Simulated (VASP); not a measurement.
Ru, 4 atoms in the cell. Symmetry: Cmce, No. 64, orthorhombic system. Conventional cell: a = 3.000 Å, b = 9.518 Å, c = 3.970 Å, α = 90.00°, β = 90.00°, γ = 90.00°. Ru (site symmetry m) has 3 Ru at 1.97 to 2.00 Å within 2.6 Å. 

- Program: VASP 6.6.1
- Task: relaxation of cell and atoms
- Functional: PBEsol
- Potentials or basis: VASP PAW PBE potentials, release 64 (Ru_pv)
- Cutoff: 600 eV
- k mesh: 6 × 6 × 4
- Occupations: gaussian, width 0.1 eV
- Spin: no spin polarisation
- Dipole correction: no
- Further INCAR settings: ALGO = Normal; EDIFF = 1e-06; IBRION = 2; EDIFFG = -0.04; NSW = 90; ISIF = 3

Potentials or basis: VASP PAW PBE potentials, release 64 (Ru_pv).

Launch:

```bash
$ cat potpaw_PBE.64/Ru_pv/POTCAR > POTCAR
$ mpirun -np 1 vasp_std > vasp.out
```

Hardware: 1 thread of Intel(R) Xeon(R) Platinum 8488C (Sapphire Rapids) (shared host).

Question: Estimate the wall time of this run.

Answer: Wall time 23 min on 1 thread of Intel(R) Xeon(R) Platinum 8488C (Sapphire Rapids) (shared host), peak memory 0.27 GiB. Counts: scf iterations 235, k points 39, ion steps 26.
